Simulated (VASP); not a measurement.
A run of VASP 6.6.1 is set up as follows.

File INCAR:

```
  PREC = Accurate
  ENCUT = 520
  EDIFF = 1E-7
  ISMEAR = 0
  SIGMA = 0.1
  LREAL = False
  LASPH = True
  NELM = 60
  ALGO = Normal
  ISIF = 2
  LWAVE = False
  LCHARG = True
  GGA = PE
  LELF = True
  LVHAR = True
  NBANDS = 8
```

The input KPOINTS:

```
Automatic mesh
0
Gamma
  6 6 6
```

POSCAR

```
Al
1.0
    2.6538481800      0.0000000000      0.0000000000
    0.0000000000      2.6538481800      0.0000000000
    0.0000000000      0.0000000000      2.5008975400
Al
1
Direct
    0.0000000000      0.0000000000      0.5000000000
```

Potentials or basis: VASP PAW PBE potentials, release 64 (Al).

Launch:

```console
$ cat potpaw_PBE.64/Al/POTCAR > POTCAR
$ mpirun -np 1 vasp_std > vasp.out
```

Task: Estimate the pressure.

Result: 10.9 GPa.

Stress tensor (GPa, compression positive):
```
11.57  0.00  0.00
 0.00 11.57  0.00
 0.00  0.00  9.51
```

Caveat: the k points lie up to 0.42 Å⁻¹ apart.
